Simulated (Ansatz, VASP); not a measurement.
## Two plane-wave programs on Hf

```
Hf
1.0
     3.19238    0.00000    0.00000
    -1.59619    2.76469    0.00000
     0.00000    0.00000    5.04504
Hf
2
Direct
  0.33333 0.66667 0.25000
  0.66667 0.33333 0.75000
```

Alike in both runs: task single point; functional r2SCAN; k mesh 6 × 6 × 4; occupations gaussian, width 0.1 eV; no spin polarisation.

```csv
,VASP,Ansatz
version,VASP 6.6.1,Ansatz 0.2.0
potentials or method,"VASP PAW PBE potentials, release 64 (Hf_pv), cutoff 520 eV","scalar-relativistic, plane waves, PAW"
valence electrons in the cell,20,52
```

|  | VASP | Ansatz | Ansatz less VASP |
| --- | --- | --- | --- |
| gap on the k mesh at the Fermi level (eV) | none | none | - |
| pressure (GPa) | 0.3 | 0.9 | +0.56 |
| traceless stress, the component that is largest in VASP (GPa) | 0.62 | 0.73 | +0.110 |

VASP's potentials were made for PBE, not for r2SCAN. A gap of «none» marks a metal or a gap that the smearing closes. VASP's potentials hold 20 valence electrons a cell and Ansatz's 52, so a difference there can come from the potentials and not from the codes.

The k mesh is coarse, so the values compare programs but aren't converged. Neither program's run includes spin-orbit coupling.
